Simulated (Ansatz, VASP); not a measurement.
Ir2Rh in VASP and in Ansatz

File INCAR:

```
SYSTEM = Ir2Rh
PREC = Accurate ; ENCUT = 600
EDIFF = 1E-7 ; ISMEAR = 0
SIGMA = 0.1 ; LREAL = .False.
LASPH = .True. ; NELM = 100
ALGO = Normal ; ISIF = 3
LWAVE = .False. ; LCHARG = .False.
GGA = PE ; IBRION = 2
NSW = 90 ; EDIFFG = -0.04
```

Contents of KPOINTS:

```
Automatic mesh
0
Gamma
  6 6 2
  0 0 0
```

Contents of POSCAR:

```
Ir2Rh
1.0
    2.7029446900      0.0000000000      0.0000000000
   -1.3514723500      2.3408187700      0.0000000000
    0.0000000000      0.0000000000     13.2749247300
Ir Rh
4 2
Direct
    0.3333333300      0.6666666700      0.8333333300
    0.3333333300      0.6666666700      0.1666666700
    0.3333333300      0.6666666700      0.5000000000
    0.6666666700      0.3333333300      0.0000000000
    0.6666666700      0.3333333300      0.3333333300
    0.6666666700      0.3333333300      0.6666666700
```

Input for Ansatz:

```yaml
crystal:
  lattice:
    - [2.70294469, 0.0, 0.0]
    - [-1.35147235, 2.34081877, 0.0]
    - [0.0, 0.0, 13.27492473]
  atoms:
    - { symbol: Ir, position: [0.33333333, 0.66666667, 0.83333333] }
    - { symbol: Ir, position: [0.33333333, 0.66666667, 0.16666667] }
    - { symbol: Ir, position: [0.33333333, 0.66666667, 0.5] }
    - { symbol: Ir, position: [0.66666667, 0.33333333, 0.0] }
    - { symbol: Rh, position: [0.66666667, 0.33333333, 0.33333333] }
    - { symbol: Rh, position: [0.66666667, 0.33333333, 0.66666667] }
basis:
  ecutwfc: 420
kpoints:
  mp_grid: { grid: [6, 6, 2] }
hamiltonian:
  xc: pbe
scf:
  occupations: { method: gaussian, width: 0.1 }
  lower_state_search: "off"
output:
  forces: true
  stress: true
  eigenvalues: true
relax:
  adjacent_minimum: "off"
  f_tol: 0.04
  max_steps: 70
  cell: { stress_tol: 0.4 }
```

Alike in both runs: task relaxation of cell and atoms; functional PBE; k mesh 6 × 6 × 2; occupations gaussian, width 0.1 eV; no spin polarisation.

```csv
,VASP,Ansatz
version,VASP 6.6.1,Ansatz 0.2.0
potentials or method,"VASP PAW PBE potentials, release 64 (Ir, Rh_pv), cutoff 600 eV","scalar-relativistic, plane waves, PAW"
valence electrons in the cell,66,102
```

```csv
,VASP,Ansatz,Ansatz less VASP
"gap on the k mesh at the Fermi level, each at its own relaxed structure (eV)",none,none,-
relaxed volume (Å³/atom),14.45,14.43,-0.024
relaxed cell length with the largest relative difference (Å),2.761,2.759,-0.0022
```

A gap of «none» marks a metal or a gap that the smearing closes. VASP's potentials hold 66 valence electrons a cell and Ansatz's 102, so a difference there can come from the potentials and not from the codes.

The k mesh is coarse, so the values compare programs but aren't converged. Spin-orbit coupling is off throughout.
